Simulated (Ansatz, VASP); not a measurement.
# Two plane-wave programs on InSb3

```
In Sb
1.0
     4.72824    0.00000    0.00000
     0.00000    4.72824    0.00000
     0.00000    0.00000    4.72824
In Sb
1 3
Cartesian
  0.0000 0.0000 0.0000
  2.3641 0.0000 2.3641
  0.0000 2.3641 2.3641
  2.3641 2.3641 0.0000
```

Alike in both runs: task single point; functional PBEsol; k mesh 12 × 12 × 12; occupations gaussian, width 0.15 eV; no spin polarisation.

```csv
,VASP,Ansatz
version,VASP 6.6.1,Ansatz 0.2.0
potentials or method,"VASP PAW PBE potentials, release 64 (In_d, Sb), cutoff 520 eV","scalar-relativistic, plane waves, PAW"
valence electrons in the cell,28,58
```

```csv
,VASP,Ansatz,Ansatz less VASP
gap on the k mesh at the Fermi level (eV),none,none,-
pressure (GPa),0.0,0.0,0.00
```

VASP's potentials were made for PBE, not for PBEsol. A gap of «none» marks a metal or a gap that the smearing closes. VASP's potentials hold 28 valence electrons a cell and Ansatz's 58, so a difference there can come from the potentials and not from the codes.

Spin-orbit coupling is off throughout.
